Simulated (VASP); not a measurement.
# PtSe2 (P1) in VASP: a series of runs

PtSe2 is run at these levels: r2SCAN; tasks: single point.

Program: VASP 6.6.1. These are calculated values, not measurements. Logs are shortened: lines on timing, memory, paths and dates and some standing lists are left out, and cuts for length are marked.

## 1. The cell of the first run

The typed cell holds 3 atoms: a = 5.874 Å, b = 5.874 Å, c = 5.874 Å, α = 36.11°, β = 36.11°, γ = 36.11°.

## 2. Single point, r2SCAN

File POSCAR:

```
PtSe2
1.0
    1.8204971909      1.0510645433      5.4845021713
   -1.8204971909      1.0510645433      5.4845021713
    0.0000000000     -2.1021290863      5.4845021714
Pt Se
1 2
Direct
   -0.0304903668      0.0028532716      0.0189529889
    0.4753170169      0.3886187233      0.4036989116
    0.2655475516      0.2698765888      0.2150250109
```

File INCAR.step1:

```
SYSTEM = PtSe2
PREC = Accurate ; ENCUT = 520
ISMEAR = -1 ; SIGMA = 0.086
LREAL = .False. ; LASPH = .True.
NELM = 80 ; NBANDS = 18
GGA = PE ; ALGO = Normal
EDIFF = 1E-4 ; LWAVE = .True.
LCHARG = .False.
```

File INCAR.step2:

```
SYSTEM = PtSe2
PREC = Accurate ; ENCUT = 520
EDIFF = 1E-6 ; ISMEAR = -1
SIGMA = 0.086 ; LREAL = .False.
LASPH = .True. ; NELM = 80
ALGO = Normal ; ISIF = 2
LWAVE = .False. ; LCHARG = .False.
METAGGA = R2SCAN ; LMIXTAU = .True.
NBANDS = 18 ; ISTART = 1
```

File KPOINTS:

```
regular mesh
0
Gamma
  4 4 4
  0 0 0
```

Potentials or basis: VASP PAW PBE potentials, release 64 (Pt, Se).

Launch:

```sh
cat potpaw_PBE.64/Pt/POTCAR potpaw_PBE.64/Se/POTCAR > POTCAR
cp INCAR.step1 INCAR
mpirun -np 1 vasp_std > vasp.out
cp INCAR.step2 INCAR
mpirun -np 1 vasp_std > vasp.out
```

OUTCAR:

```text
SYSTEM = PtSe2
   PREC = Accurate
   ENCUT = 520
   EDIFF = 1E-6
   ISMEAR = -1
   LREAL = .False.
   LASPH = .True.
   NELM = 80
   ISIF = 2
   METAGGA = R2SCAN
   ISTART = 1

 ion  position               nearest neighbor table
   1  0.970  0.003  0.019-   3 2.37   2 2.39   3 2.45   3 2.64   2 2.70   2 2.71
   2  0.475  0.389  0.404-   1 2.39   1 2.70   1 2.71
   3  0.266  0.270  0.215-   1 2.37   1 2.45   1 2.64

  LATTYP: Found a trigonal (rhomboedric) cell.
 ALAT       =     5.8735603141
 COS(alpha) =     0.8078647028

  Lattice vectors:

 A1 = (   1.8204971909,   1.0510645433,   5.4845021713)
 A2 = (  -1.8204971909,   1.0510645433,   5.4845021713)
 A3 = (   0.0000000000,  -2.1021290863,   5.4845021714)

Analysis of symmetry for initial positions (statically):
=====================================================================
 Subroutine PRICEL returns:
 Original cell was already a primitive cell.

 Routine SETGRP: Setting up the symmetry group for a
 trigonal (rhombohedral) supercell.

 Subroutine GETGRP returns: Found  1 space group operations
 (whereof  1 operations were pure point group operations)
 out of a pool of 12 trial point group operations.

The static configuration has the point symmetry C_1 .

Analysis of symmetry for dynamics (positions and initial velocities):
=====================================================================
 Subroutine PRICEL returns:
 Original cell was already a primitive cell.

 Routine SETGRP: Setting up the symmetry group for a
 trigonal (rhombohedral) supercell.

 Subroutine GETGRP returns: Found  1 space group operations
 (whereof  1 operations were pure point group operations)
 out of a pool of 12 trial point group operations.

The dynamic configuration has the point symmetry C_1 .

 Subroutine INISYM returns: Found  1 space group operations
 (whereof  1 operations are pure point group operations),
 and found     1 'primitive' translations

----------------------------------------------------------------------------------------

                                     Primitive cell

  volume of cell :      62.9663

  direct lattice vectors                    reciprocal lattice vectors
     1.820497191  1.051064543  5.484502171     0.274650245  0.158569393  0.060777318
    -1.820497191  1.051064543  5.484502171    -0.274650245  0.158569393  0.060777318
     0.000000000 -2.102129086  5.484502171     0.000000000 -0.317138786  0.060777318

  length of vectors
     5.873560314  5.873560314  5.873560314     0.322910037  0.322910037  0.322910037

  position of ions in fractional coordinates (direct lattice)
     0.969509633  0.002853272  0.018952989
     0.475317017  0.388618723  0.403698912
     0.265547552  0.269876589  0.215025011

  ion indices of the primitive-cell ions
   primitive index   ion index
                 1           1
                 2           2
                 3           3

----------------------------------------------------------------------------------------

 KPOINTS: regular mesh

Automatic generation of k-mesh.
 Grid dimensions read from file:
 generate k-points for:    4    4    4

 Generating k-lattice:

  Cartesian coordinates                     Fractional coordinates (reciprocal lattice)
     0.068662561  0.039642348  0.015194330     0.250000000 -0.000000000  0.000000000
    -0.068662561  0.039642348  0.015194330    -0.000000000  0.250000000  0.000000000
     0.000000000 -0.079284697  0.015194330     0.000000000  0.000000000  0.250000000

  Length of vectors
     0.080727509  0.080727509  0.080727509

  Shift w.r.t. Gamma in fractional coordinates (k-lattice)
     0.000000000  0.000000000  0.000000000

 Subroutine IBZKPT returns following result:
 ===========================================

 Found     36 irreducible k-points:

 Following reciprocal coordinates:
            Coordinates               Weight
  0.000000  0.000000  0.000000      1.000000
  0.250000  0.000000 -0.000000      2.000000
  0.000000  0.250000 -0.000000      2.000000
  0.000000  0.000000  0.250000      2.000000
  0.500000  0.000000 -0.000000      1.000000
  0.000000  0.500000 -0.000000      1.000000
[... 16 lines left out ...]
  0.250000  0.250000  0.250000      2.000000
  0.500000  0.250000  0.250000      2.000000
 [... further k-points ...]
   k-points           NKPTS =     36   k-points in BZ     NKDIM =     36   number of bands    NBANDS=     18
   number of dos      NEDOS =    301   number of ions     NIONS =      3
   total plane-waves  NPLWV = 110592
   dimension x,y,z NGX =    48 NGY =   48 NGZ =   48
   dimension x,y,z NGXF=    96 NGYF=   96 NGZF=   96
   ions per type =               1   2
   NGX,Y,Z   is equivalent  to a cutoff of  13.59, 13.59, 13.59 a.u.
   NGXF,Y,Z  is equivalent  to a cutoff of  27.17, 27.17, 27.17 a.u.
 SYSTEM =  PtSe2
   PREC   = accura    normal or accurate (medium, high low for compatibility)
   ISTART =      1    job   : 0-new  1-cont  2-samecut
   ICHARG =      0    charge: 1-file 2-atom 10-const
   ISPIN  =      1    spin polarized calculation?
   LNONCOLLINEAR =      F non collinear calculations
   LSORBIT =      F    spin-orbit coupling
   LASPH  =      T    aspherical Exc in radial PAW
   ENCUT  =  520.0 eV  38.22 Ry    6.18 a.u.  10.92 10.92 10.92*2*pi/ulx,y,z
   NELM   =     80;   NELMIN=  2; NELMDL=  0     # of ELM steps
   EDIFF  = 0.1E-05   stopping-criterion for ELM
   LREAL  =      F    real-space projection
   EDIFFG = 0.1E-04   stopping-criterion for IOM
   NSW    =      0    number of steps for IOM
   IBRION =     -1    ionic relax: 0-MD 1-quasi-New 2-CG
   NFREE  =      0    steps in history (QN), initial steepest desc. (CG)
   ISIF   =      2    stress and relaxation
   ISYM   =      2    0-nonsym 1-usesym 2-fastsym
   POTIM  = 0.5000    time-step for ionic-motion
   TEBEG  =    0.0;   TEEND  =   0.0 temperature during run
   PSTRESS=    0.0 pullay stress
   NELECT =      22.0000    total number of electrons
   NUPDOWN=      -1.0000    fix difference up-down
   EMIN   =  10.00;   EMAX   =-10.00  energy-range for DOS
   EFERMI =   0.00;   METHOD = LEGACY
   ISMEAR =    -1;   SIGMA  =   0.09  broadening in eV -4-tet -1-fermi 0-gaus
   EFERMI_NEDOS =   21; number of points for ismear=-14 and -15
   IALGO  =     38    algorithm
   IMIX   =      4    mixing-type and parameters
     AMIX     =   0.40;   BMIX     =  1.00
     AMIX_MAG =   1.60;   BMIX_MAG =  1.00
  volume/ion in A,a.u.               =      20.99       141.64
  Fermi-wavevector in a.u.,A,eV,Ry     =   1.153045  2.178940 18.089134  1.329514
  Thomas-Fermi vector in A             =   2.289692
   LORBIT       =      0    0 simple, 1 ext, 2 COOP (PROOUT), +10 PAW based schemes
   METAGGA = R2SCAN    functional components
   LHFCALC =     F    Hartree Fock is set to
   AEXX    =    0.0000 exact exchange contribution
   IVDW    =     0    specifies the selected vdW correction
   LEPSILON=     F    determine dielectric tensor
   LRPA    =     F    only Hartree local field effects (RPA)
 non-spin polarized calculation
  energy-cutoff  :      520.00
  volume of cell :       62.97
 maximum number of plane-waves:      1710
 NGX is ok and might be reduce to    48
   NGX = 21   NGY = 21   NGZ = 21

 number of electron      22.0000001 magnetization

 Free energy of the ion-electron system (eV)
  ---------------------------------------------------
  ext. energy  EPLUGINS =         0.00000000
  ---------------------------------------------------
  free energy    TOTEN  =       -79.93758326 eV

  energy without entropy =      -79.90159627  energy(sigma->0) =      -79.91958976

 E-fermi :   5.8422     XC(G=0): -11.0923

 val. band max:        5.8360159668   @ k =   0.5000   0.5000   0.5000
 cond. band min:       5.8885533350   @ k =   0.5000   0.5000   0.5000
 fundamental gap:      0.0525373682
 Fermi energy:         5.8421864622

 k-point     1 :       0.0000    0.0000    0.0000
  band No.  band energies     occupation
      1     -10.5032      2.00000
      2      -7.7328      2.00000
      3      -1.9385      2.00000
      4       0.0541      2.00000
      5       0.3209      2.00000
      6       0.6748      2.00000
[... 10 lines left out ...]
     17      14.8535      0.00000
     18      16.0440      0.00000

 k-point     2 :       0.2500    0.0000   -0.0000
  band No.  band energies     occupation
      1      -9.8919      2.00000
      2      -7.7507      2.00000
      3      -1.2612      2.00000
      4      -0.3210      2.00000
      5       0.5041      2.00000
      6       0.8020      2.00000
[... 10 lines left out ...]
     17      15.5762      0.00000
     18      15.8741      0.00000

 k-point     3 :       0.0000    0.2500   -0.0000
  band No.  band energies     occupation
      1      -9.9442      2.00000
      2      -7.6610      2.00000
      3      -1.3976      2.00000
      4      -0.4579      2.00000
      5       0.2761      2.00000
      6       0.9853      2.00000
[... 10 lines left out ...]
     17      15.1295      0.00000
     18      15.9640      0.00000

 k-point     4 :       0.0000    0.0000    0.2500
  band No.  band energies     occupation
      1      -9.9689      2.00000
      2      -7.6447      2.00000
      3      -1.4515      2.00000
      4      -0.2663      2.00000
      5       0.0549      2.00000
      6       0.9790      2.00000
[... 375 lines left out ...]
      4      -0.2107      2.00000
      5       0.5253      2.00000
      6       0.7687      2.00000
[... 10 lines left out ...]
     17      13.9759      0.00000
     18      14.4403      0.00000

 k-point    23 :       0.2500    0.2500    0.2500
  band No.  band energies     occupation
      1     -10.3123      2.00000
      2      -8.1941      2.00000
      3      -1.1683      2.00000
      4       0.0570      2.00000
      5       0.3091      2.00000
      6       0.6569      2.00000
[... 10 lines left out ...]
     17      14.5428      0.00000
     18      16.4725      0.00000

 k-point    24 :       0.5000    0.2500    0.2500
  band No.  band energies     occupation
      1      -9.6459      2.00000
      2      -8.2068      2.00000
      3      -0.6996      2.00000
      4      -0.2170      2.00000
      5       0.4285      2.00000
      6       0.7715      2.00000
[... 10 lines left out ...]
     17      15.1140      0.00000
     18      15.5280      0.00000

 [... further k-points ...]

------------------------ aborting loop because EDIFF is reached ----------------------------------------

  FORCE on cell =-STRESS in cart. coord.  units (eV):
  Direction    XX          YY          ZZ          XY          YZ          ZX
  --------------------------------------------------------------------------------------
  -------------------------------------------------------------------------------------
  Total        3.4202408      1.0433077      2.6734559      1.2587626      0.2935602     -0.5395546
  in kB       87.0280794     26.5469807     68.0261260     32.0292345      7.4696429    -13.7289749
  external PRESSURE =      60.5337287 kB  Pullay stress =       0.0000000 kB

 VOLUME and BASIS-vectors are now :
 -----------------------------------------------------------------------------
  energy-cutoff  :      520.00
  volume of cell :       62.97
      direct lattice vectors                 reciprocal lattice vectors
     1.820497191  1.051064543  5.484502171     0.274650245  0.158569393  0.060777318
    -1.820497191  1.051064543  5.484502171    -0.274650245  0.158569393  0.060777318
     0.000000000 -2.102129086  5.484502171     0.000000000 -0.317138786  0.060777318

 POSITION                                       TOTAL-FORCE (eV/Angst)
 -----------------------------------------------------------------------------------
      1.75980      0.98217      5.43687         1.133753      1.075586      0.433001
      0.15783      0.05943      6.95235        -0.783367     -0.425446      0.644574
     -0.00788      0.11075      4.11584        -0.350386     -0.650140     -1.077575
 -----------------------------------------------------------------------------------
    total drift:                                0.000181      0.000113     -0.000371

  FREE ENERGIE OF THE ION-ELECTRON SYSTEM (eV)
  ---------------------------------------------------
  free  energy   TOTEN  =       -79.9375832613 eV

  energy  without entropy=      -79.9015962677  energy(sigma->0) =      -79.91958976
```

Wall time 7.5 min (1 thread of Intel Xeon 8259CL, shared host); peak memory 0.36 GiB.

Results:

```
Free energy            : -79.9376 eV
Pressure               : 6.1 GPa
Largest force          : 1.622 eV/Å
Band gap on the k mesh : zero (bands 11 and 12 overlap by 1.06 eV)
```

Forces on the atoms (eV/Å):
```
Pt   1.134  1.076  0.433
Se  -0.783 -0.425  0.645
Se  -0.350 -0.650 -1.078
```

Caveat: the k points lie up to 0.51 Å⁻¹ apart, too coarse for converged energies and pressures of a metal; the atoms stand as in a frame of molecular dynamics; the PAW data sets were made with another functional, which shifts forces and pressure a little; spin-orbit coupling is left out, which moves the levels of the heavy elements.

## 3. Single point, r2SCAN

File POSCAR:

```
PtSe2
1.0
    1.8204971909      1.0510645433      5.4845021713
   -1.8204971909      1.0510645433      5.4845021713
    0.0000000000     -2.1021290863      5.4845021714
Pt Se
1 2
Direct
   -0.0328141432      0.0021312554      0.0209512845
    0.4860089864      0.3839500538      0.4048966863
    0.2605965518      0.2763285179      0.2088910267
```

Changes to INCAR.step1 since step 2:

```diff
@@ -4,3 +4,3 @@
 LREAL = .False. ; LASPH = .True.
-NELM = 80 ; NBANDS = 18
+NELM = 60 ; NBANDS = 18
 GGA = PE ; ALGO = Normal
```

File INCAR.step2:

```
SYSTEM = PtSe2
PREC = Accurate ; ENCUT = 520
EDIFF = 1E-6 ; ISMEAR = -1
SIGMA = 0.086 ; LREAL = .False.
LASPH = .True. ; NELM = 60
ALGO = Normal ; ISIF = 2
LWAVE = .False. ; LCHARG = .True.
METAGGA = R2SCAN ; LMIXTAU = .True.
LELF = .True. ; LVHAR = .True.
NBANDS = 18 ; ISTART = 1
```

File KPOINTS:

```
Automatic mesh
0
Gamma
  4 4 4
  0 0 0
```

Potentials or basis: VASP PAW PBE potentials, release 64 (Pt, Se).

Launch:

```sh
cat potpaw_PBE.64/Pt/POTCAR potpaw_PBE.64/Se/POTCAR > POTCAR
cp INCAR.step1 INCAR
mpirun -np 1 vasp_std > vasp.out
cp INCAR.step2 INCAR
mpirun -np 1 vasp_std > vasp.out
```

Wall time 5.8 min (1 thread of Intel Xeon 8259CL, shared host); peak memory 0.36 GiB.

The run converged. Its results:

```yaml
Free_energy: -79.9414 eV
Pressure: 4.5 GPa
Largest_force: 1.505 eV/Å
Band_gap_on_the_k_mesh: zero (bands 11 and 12 overlap by 1.04 eV)
```

Forces on the atoms (eV/Å):
```
Pt   0.993  1.051  0.419
Se  -0.785 -0.418  0.395
Se  -0.208 -0.633 -0.814
```

Stress tensor (GPa, compression positive):
```
 7.11  2.94 -1.86
 2.94  1.21  0.77
-1.86  0.77  5.03
```

Levels at points of the mesh, in eV from the Fermi level:
| k point | band 9 | band 10 | band 11 | band 12 | band 13 | band 14 |
| --- | --- | --- | --- | --- | --- | --- |
| (0.00, 0.00, 0.00) | -0.45 | 0.34 | 0.80 | 1.11 | 1.32 | 3.26 |
| (0.50, 0.00, 0.00) | -2.74 | -2.42 | -1.79 | 0.58 | 1.20 | 4.39 |
| (0.00, 0.50, 0.00) | -2.40 | -2.03 | -1.14 | 0.35 | 2.06 | 3.04 |
| (0.00, 0.00, 0.50) | -2.24 | -2.07 | -1.14 | 0.47 | 1.47 | 3.82 |
| (0.50, 0.50, 0.00) | -2.35 | -1.98 | -1.61 | 0.24 | 2.04 | 4.69 |
| (0.50, 0.00, 0.50) | -2.89 | -2.13 | -1.74 | 0.01 | 1.92 | 4.68 |
| (0.00, 0.50, 0.50) | -2.89 | -2.35 | -2.08 | 0.99 | 1.77 | 4.56 |
| (0.50, 0.50, 0.50) | -2.07 | -0.01 | 0.00 | 0.83 | 1.65 | 3.98 |

Caveat: the k points lie up to 0.51 Å⁻¹ apart, too coarse for converged energies and pressures of a metal; the atoms stand as in a frame of molecular dynamics; the PAW data sets were made with another functional, which shifts forces and pressure a little; spin-orbit coupling is left out, which moves the levels of the heavy elements.
